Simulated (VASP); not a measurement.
# BaTiO3 (R3m) in VASP: single point with r2SCAN+U

Aim: the single point of BaTiO3 with r2SCAN+U.

Program: VASP 6.6.1. These are calculated values, not measurements. Logs are shortened: lines on timing, memory, paths and dates and some standing lists are left out, and cuts for length are marked.

### Step 1. The cell of the first run

It takes space group R3m (No. 160, trigonal). The conventional cell has a = 5.739 Å, b = 5.739 Å, c = 7.058 Å, α = 90.00°, β = 90.00°, γ = 120.00°. Within 3.7 Å of Ba (site symmetry 3m) lie 12 O at 2.83 to 2.93 Å and 8 Ti at 3.43 to 3.63 Å. Ti (site symmetry 3m) has 6 O at 1.90 to 2.17 Å within 2.5 Å. Within 2.5 Å of O (site symmetry m) lie 2 Ti at 1.90 to 2.17 Å.

### Step 2. Single point, r2SCAN+U

The input, POSCAR:

```
BaTiO3
1.0
    4.0748534900      4.0636991600      0.0000000000
    0.0222680700      4.0748027500      4.0636890100
    4.0748534900      0.0111035900      4.0636890100
Ba Ti O
2 2 6
Direct
    0.0000000000      0.0000000000      0.0000000000
    0.5000000000      0.5000000000      0.5000000000
    0.2426500000      0.2426500000      0.2426500000
    0.7426500000      0.7426500000      0.7426500000
    0.4995500000      0.0092500000      0.0092500000
    0.9995500000      0.5092500000      0.5092500000
    0.0092500000      0.4995500000      0.0092500000
    0.5092500000      0.9995500000      0.5092500000
    0.0092500000      0.0092500000      0.4995500000
    0.5092500000      0.5092500000      0.9995500000
```

The input, INCAR.step1:

```
SYSTEM = BaTiO3
PREC     = Accurate       ! precision mode
ENCUT    = 520            ! plane-wave cutoff, eV
ISMEAR   = 1              ! smearing method
SIGMA    = 0.0262         ! smearing width, eV
LREAL    = .FALSE.        ! projectors in reciprocal space
LASPH    = .TRUE.         ! aspherical terms in the spheres
NELM     = 150            ! most SCF steps
LMAXMIX  = 4              ! l up to which the mixer works
LDAU     = .TRUE.         ! DFT+U
LDAUTYPE = 2            
LDAUL    = -1 2 -1        ! shell
LDAUU    = 0 2.99 0       ! U, eV
LDAUJ    = 0 0 0        
NBANDS   = 51             ! bands
GGA      = PE             ! functional
ALGO     = Normal         ! electronic algorithm
EDIFF    = 1E-4           ! SCF threshold, eV
LWAVE    = .TRUE.         ! write WAVECAR
LCHARG   = .FALSE.        ! write CHGCAR
```

The input, INCAR.step2:

```
SYSTEM = BaTiO3
PREC     = Accurate       ! precision mode
ENCUT    = 520            ! plane-wave cutoff, eV
EDIFF    = 1E-7           ! SCF threshold, eV
ISMEAR   = 1              ! smearing method
SIGMA    = 0.0262         ! smearing width, eV
LREAL    = .FALSE.        ! projectors in reciprocal space
LASPH    = .TRUE.         ! aspherical terms in the spheres
NELM     = 150            ! most SCF steps
ALGO     = Normal         ! electronic algorithm
ISIF     = 2              ! what is computed and relaxed
LWAVE    = .FALSE.        ! write WAVECAR
LCHARG   = .FALSE.        ! write CHGCAR
LMAXMIX  = 4              ! l up to which the mixer works
LDAU     = .TRUE.         ! DFT+U
LDAUTYPE = 2            
LDAUL    = -1 2 -1        ! shell
LDAUU    = 0 2.99 0       ! U, eV
LDAUJ    = 0 0 0        
LDAUPRINT= 1            
METAGGA  = R2SCAN         ! meta-GGA
LMIXTAU  = .TRUE.       
NBANDS   = 51             ! bands
ISTART   = 1
```

The input, KPOINTS:

```
Automatic mesh
0
G
  6 6 6
  0 0 0
```

Potentials or basis: VASP PAW PBE potentials, release 64 (Ba_sv, Ti_sv, O).

Command:

```sh
$ cat potpaw_PBE.64/Ba_sv/POTCAR potpaw_PBE.64/Ti_sv/POTCAR potpaw_PBE.64/O/POTCAR > POTCAR
$ cp INCAR.step1 INCAR
$ mpirun -np 1 vasp_std > vasp.out
$ cp INCAR.step2 INCAR
$ mpirun -np 1 vasp_std > vasp.out
```

OUTCAR:

```text
SYSTEM = BaTiO3
   PREC = Accurate
   ENCUT = 520
   EDIFF = 1E-7
   ISMEAR = 1
   LREAL = .FALSE.
   LASPH = .TRUE.
   NELM = 150
   ISIF = 2
   METAGGA = R2SCAN
   ISTART = 1

 ion  position               nearest neighbor table
   1  0.000  0.000  0.000-   7 2.83   5 2.83   9 2.83   8 2.87   6 2.87   8 2.87   6 2.87  10 2.87
                            10 2.87   7 2.93   5 2.93   9 2.93   3 3.43   4 3.48   4 3.48   4 3.48
   2  0.500  0.500  0.500-   8 2.83   6 2.83  10 2.83   7 2.87   5 2.87   7 2.87   5 2.87   9 2.87
                             9 2.87   8 2.93   6 2.93  10 2.93   4 3.43   3 3.48   3 3.48   3 3.48
   3  0.243  0.243  0.243-   9 1.90   5 1.90   7 1.90  10 2.17   6 2.17   8 2.17   1 3.43   2 3.48
                             2 3.48   2 3.48   1 3.55   1 3.55   1 3.55   2 3.63
   4  0.743  0.743  0.743-  10 1.90   6 1.90   8 1.90   9 2.17   5 2.17   7 2.17   2 3.43   1 3.48
                             1 3.48   1 3.48   2 3.55   2 3.55   2 3.55   1 3.63
   5  0.500  0.009  0.009-   3 1.90   4 2.17   1 2.83   2 2.87   2 2.87   1 2.93
   6  1.000  0.509  0.509-   4 1.90   3 2.17   2 2.83   1 2.87   1 2.87   2 2.93
   7  0.009  0.500  0.009-   3 1.90   4 2.17   1 2.83   2 2.87   2 2.87   1 2.93
   8  0.509  1.000  0.509-   4 1.90   3 2.17   2 2.83   1 2.87   1 2.87   2 2.93
   9  0.009  0.009  0.500-   3 1.90   4 2.17   1 2.83   2 2.87   2 2.87   1 2.93
  10  0.509  0.509  1.000-   4 1.90   3 2.17   2 2.83   1 2.87   1 2.87   2 2.93
[... 7 lines left out ...]
 A1 = (   4.0748534900,   4.0636991600,   0.0000000000)
 A2 = (   0.0222680700,   4.0748027500,   4.0636890100)
 A3 = (   4.0748534900,   0.0111035900,   4.0636890100)

Analysis of symmetry for initial positions (statically):
=====================================================================
 Subroutine PRICEL returns following result:

  LATTYP: Found a trigonal (rhomboedric) cell.
 ALAT       =     4.0637194325
 COS(alpha) =     0.0027398631

  Lattice vectors:

 A1 = (   0.0111340350,   0.0111035900,   4.0636890100)
 A2 = (   4.0637194550,  -0.0000000000,   0.0000000000)
 A3 = (   0.0111340350,   4.0636991600,   0.0000000000)

   2 primitive cells build up your supercell.

 Routine SETGRP: Setting up the symmetry group for a
 trigonal (rhombohedral) supercell.

 Subroutine GETGRP returns: Found  6 space group operations
 (whereof  6 operations were pure point group operations)
 out of a pool of 12 trial point group operations.

The static configuration has the point symmetry C_3v.

Analysis of symmetry for dynamics (positions and initial velocities):
=====================================================================
 Subroutine PRICEL returns following result:

  LATTYP: Found a trigonal (rhomboedric) cell.
 ALAT       =     4.0637194325
 COS(alpha) =     0.0027398631

  Lattice vectors:

 A1 = (   0.0111340350,   0.0111035900,   4.0636890100)
 A2 = (   4.0637194550,  -0.0000000000,   0.0000000000)
 A3 = (   0.0111340350,   4.0636991600,   0.0000000000)

   2 primitive cells build up your supercell.

 Routine SETGRP: Setting up the symmetry group for a
 trigonal (rhombohedral) supercell.

 Subroutine GETGRP returns: Found  6 space group operations
 (whereof  6 operations were pure point group operations)
 out of a pool of 12 trial point group operations.

The dynamic configuration has the point symmetry C_3v.

 Subroutine INISYM returns: Found  6 space group operations
 (whereof  6 operations are pure point group operations),
[... 149 lines left out ...]
spin component  1

  0.1068 -0.0006  0.0064 -0.0006 -0.0004
 -0.0006  0.1068 -0.0029 -0.0006  0.0057
  0.0064 -0.0029  0.2379 -0.0029  0.0000
 -0.0006 -0.0006 -0.0029  0.1068 -0.0057
 -0.0004  0.0057  0.0000 -0.0057  0.2378

spin component  2

  0.1068 -0.0006  0.0064 -0.0006 -0.0004
 -0.0006  0.1068 -0.0029 -0.0006  0.0057
  0.0064 -0.0029  0.2379 -0.0029  0.0000
 -0.0006 -0.0006 -0.0029  0.1068 -0.0057
 -0.0004  0.0057  0.0000 -0.0057  0.2378

 occupancies and eigenvectors

  o =  0.1056  v =  0.5790  0.5758 -0.0027  0.5773  0.0016  0.0000  0.0000  0.0000  0.0000  0.0000      0.0000  0.0000  0.0000  0.0000  0.0000  0.0000  0.0000  0.0000  0.0000  0.0000
  o =  0.1056  v =  0.0000  0.0000  0.0000  0.0000  0.0000  0.5790  0.5758 -0.0027  0.5773  0.0016      0.0000  0.0000  0.0000  0.0000  0.0000  0.0000  0.0000  0.0000  0.0000  0.0000
  o =  0.1069  v =  0.7042 -0.7075 -0.0500 -0.0009  0.0328  0.0000  0.0000  0.0000  0.0000  0.0000      0.0000  0.0000  0.0000  0.0000  0.0000  0.0000  0.0000  0.0000  0.0000  0.0000
  o =  0.1069  v =  0.0000  0.0000  0.0000  0.0000  0.0000  0.7042 -0.7075 -0.0500 -0.0009  0.0328      0.0000  0.0000  0.0000  0.0000  0.0000  0.0000  0.0000  0.0000  0.0000  0.0000
  o =  0.1069  v =  0.0000  0.0000  0.0000  0.0000  0.0000 -0.4081 -0.4069  0.0290  0.8151  0.0522      0.0000  0.0000  0.0000  0.0000  0.0000  0.0000  0.0000  0.0000  0.0000  0.0000
  o =  0.1069  v = -0.4081 -0.4069  0.0290  0.8151  0.0522  0.0000  0.0000  0.0000  0.0000  0.0000      0.0000  0.0000  0.0000  0.0000  0.0000  0.0000  0.0000  0.0000  0.0000  0.0000
  o =  0.2383  v = -0.0221 -0.0267 -0.5008  0.0488 -0.8635  0.0000  0.0000  0.0000  0.0000  0.0000      0.0000  0.0000  0.0000  0.0000  0.0000  0.0000  0.0000  0.0000  0.0000  0.0000
  o =  0.2383  v =  0.0000  0.0000  0.0000  0.0000  0.0000 -0.0221 -0.0267 -0.5008  0.0488 -0.8635      0.0000  0.0000  0.0000  0.0000  0.0000  0.0000  0.0000  0.0000  0.0000  0.0000
  o =  0.2383  v =  0.0000  0.0000  0.0000  0.0000  0.0000  0.0435 -0.0410  0.8636  0.0027 -0.5006      0.0000  0.0000  0.0000  0.0000  0.0000  0.0000  0.0000  0.0000  0.0000  0.0000
  o =  0.2383  v =  0.0435 -0.0410  0.8636  0.0027 -0.5006  0.0000  0.0000  0.0000  0.0000  0.0000      0.0000  0.0000  0.0000  0.0000  0.0000  0.0000  0.0000  0.0000  0.0000  0.0000

atom =   4  type =  2  l = 2

 onsite density matrix

spin component  1

  0.1068 -0.0006  0.0064 -0.0006 -0.0004
 -0.0006  0.1068 -0.0029 -0.0006  0.0057
  0.0064 -0.0029  0.2379 -0.0029  0.0000
 -0.0006 -0.0006 -0.0029  0.1068 -0.0057
 -0.0004  0.0057  0.0000 -0.0057  0.2378

spin component  2

  0.1068 -0.0006  0.0064 -0.0006 -0.0004
 -0.0006  0.1068 -0.0029 -0.0006  0.0057
  0.0064 -0.0029  0.2379 -0.0029  0.0000
 -0.0006 -0.0006 -0.0029  0.1068 -0.0057
 -0.0004  0.0057  0.0000 -0.0057  0.2378

 occupancies and eigenvectors

  o =  0.1056  v =  0.5790  0.5758 -0.0027  0.5773  0.0016  0.0000  0.0000  0.0000  0.0000  0.0000      0.0000  0.0000  0.0000  0.0000  0.0000  0.0000  0.0000  0.0000  0.0000  0.0000
  o =  0.1056  v =  0.0000  0.0000  0.0000  0.0000  0.0000  0.5790  0.5758 -0.0027  0.5773  0.0016      0.0000  0.0000  0.0000  0.0000  0.0000  0.0000  0.0000  0.0000  0.0000  0.0000
  o =  0.1069  v =  0.7042 -0.7075 -0.0500 -0.0009  0.0328  0.0000  0.0000  0.0000  0.0000  0.0000      0.0000  0.0000  0.0000  0.0000  0.0000  0.0000  0.0000  0.0000  0.0000  0.0000
  o =  0.1069  v =  0.0000  0.0000  0.0000  0.0000  0.0000  0.7042 -0.7075 -0.0500 -0.0009  0.0328      0.0000  0.0000  0.0000  0.0000  0.0000  0.0000  0.0000  0.0000  0.0000  0.0000
  o =  0.1069  v =  0.0000  0.0000  0.0000  0.0000  0.0000 -0.4081 -0.4069  0.0290  0.8151  0.0522      0.0000  0.0000  0.0000  0.0000  0.0000  0.0000  0.0000  0.0000  0.0000  0.0000
  o =  0.1069  v = -0.4081 -0.4069  0.0290  0.8151  0.0522  0.0000  0.0000  0.0000  0.0000  0.0000      0.0000  0.0000  0.0000  0.0000  0.0000  0.0000  0.0000  0.0000  0.0000  0.0000
  o =  0.2383  v = -0.0221 -0.0267 -0.5008  0.0488 -0.8635  0.0000  0.0000  0.0000  0.0000  0.0000      0.0000  0.0000  0.0000  0.0000  0.0000  0.0000  0.0000  0.0000  0.0000  0.0000
  o =  0.2383  v =  0.0000  0.0000  0.0000  0.0000  0.0000 -0.0221 -0.0267 -0.5008  0.0488 -0.8635      0.0000  0.0000  0.0000  0.0000  0.0000  0.0000  0.0000  0.0000  0.0000  0.0000
  o =  0.2383  v =  0.0000  0.0000  0.0000  0.0000  0.0000  0.0435 -0.0410  0.8636  0.0027 -0.5006      0.0000  0.0000  0.0000  0.0000  0.0000  0.0000  0.0000  0.0000  0.0000  0.0000
  o =  0.2383  v =  0.0435 -0.0410  0.8636  0.0027 -0.5006  0.0000  0.0000  0.0000  0.0000  0.0000      0.0000  0.0000  0.0000  0.0000  0.0000  0.0000  0.0000  0.0000  0.0000  0.0000

 number of electron      79.9999992 magnetization

 Free energy of the ion-electron system (eV)
  ---------------------------------------------------
  ext. energy  EPLUGINS =         0.00000000
  ---------------------------------------------------
  free energy    TOTEN  =      -144.51519078 eV

  energy without entropy =     -144.51527455  energy(sigma->0) =     -144.51521870

 E-fermi :   3.2389     XC(G=0): -11.6484

 val. band max:        3.2299940297   @ k =   0.0000   0.0000   0.0000
 cond. band min:       6.2140912636   @ k =   0.0000   0.0000   0.0000
 fundamental gap:      2.9840972339
 Fermi energy:         3.2388900127

 k-point     1 :       0.0000    0.0000    0.0000
  band No.  band energies     occupation
      1     -56.2850      2.00000
      2     -56.2826      2.00000
      3     -31.4645      2.00000
      4     -31.4540      2.00000
      5     -31.4540      2.00000
      6     -31.4269      2.00000
[... 1285 lines left out ...]
     50      10.6004      0.00000
     51      10.9712      0.00000

 [... further k-points ...]

------------------------ aborting loop because EDIFF is reached ----------------------------------------

  FORCE on cell =-STRESS in cart. coord.  units (eV):
  Direction    XX          YY          ZZ          XY          YZ          ZX
  --------------------------------------------------------------------------------------
  -------------------------------------------------------------------------------------
  Total       -1.1161596     -1.1158687     -1.1155857     -0.0525752     -0.0522883     -0.0524318
  in kB      -13.3242000    -13.3207277    -13.3173496     -0.6276183     -0.6241933     -0.6259065
  external PRESSURE =     -13.3207591 kB  Pullay stress =       0.0000000 kB

 VOLUME and BASIS-vectors are now :
 -----------------------------------------------------------------------------
  energy-cutoff  :      520.00
  volume of cell :      134.21
      direct lattice vectors                 reciprocal lattice vectors
     4.074853490  4.063699160  0.000000000     0.123039990  0.122703490 -0.123713301
     0.022268070  4.074802750  4.063689010    -0.123039990  0.123377719  0.123040911
     4.074853490  0.011103590  4.063689010     0.123039990 -0.123377719  0.123040913

 POSITION                                       TOTAL-FORCE (eV/Angst)
 -----------------------------------------------------------------------------------
      0.00000      0.00000      0.00000        -0.069101     -0.068912     -0.068724
      4.08599      4.07480      4.06369        -0.069101     -0.068912     -0.068724
      1.98293      1.97750      1.97211         0.313369      0.312511      0.311659
      6.06892      6.05230      6.03580         0.313369      0.312511      0.311659
      2.07349      2.06782      0.07518         0.004809      0.004796     -0.253914
      6.15948      6.14262      4.13887         0.004809      0.004796     -0.253914
      0.08651      2.07326      2.06760        -0.253886      0.005505      0.005490
      4.17250      6.14806      6.13129        -0.253886      0.005505      0.005490
      2.07349      0.08083      2.06760         0.004809     -0.253899      0.005490
      6.15948      4.15563      6.13129         0.004809     -0.253899      0.005490
 -----------------------------------------------------------------------------------
    total drift:                                0.001399      0.001210      0.001391

  FREE ENERGIE OF THE ION-ELECTRON SYSTEM (eV)
  ---------------------------------------------------
  free  energy   TOTEN  =      -144.5151907753 eV

  energy  without entropy=     -144.5152745524  energy(sigma->0) =     -144.51521870
```

Run time: 12 min. Hardware: 1 thread of Intel Xeon 6975P-C (Granite Rapids), shared host; peak memory 0.47 GiB.

What came out:

| Item | Value |
| --- | --- |
| Free energy | -144.5152 eV |
| Pressure | -1.3 GPa |
| Largest force | 0.541 eV/Å |
| Band gap on the k mesh | 2.98 eV |

Forces on the atoms (eV/Å):
```
Ba  -0.069 -0.069 -0.069
Ba  -0.069 -0.069 -0.069
Ti   0.313  0.313  0.312
Ti   0.313  0.313  0.312
O    0.005  0.005 -0.254
O    0.005  0.005 -0.254
O   -0.254  0.006  0.005
O   -0.254  0.006  0.005
O    0.005 -0.254  0.005
O    0.005 -0.254  0.005
```

Stress tensor (GPa, compression positive):
```
-1.33 -0.06 -0.06
-0.06 -1.33 -0.06
-0.06 -0.06 -1.33
```

Eigenvalues of the final occupation matrices:
```
    site  spin  trace               eigenvalues
site 3 d     1   0.80  0.11 0.11 0.11 0.24 0.24
site 3 d     2   0.80  0.11 0.11 0.11 0.24 0.24
site 4 d     1   0.80  0.11 0.11 0.11 0.24 0.24
site 4 d     2   0.80  0.11 0.11 0.11 0.24 0.24
```

Caveat: the PAW data sets were made with another functional, which shifts forces and pressure a little; spin-orbit coupling is left out, which moves the levels of the heavy elements. A k mesh can miss the band edges.
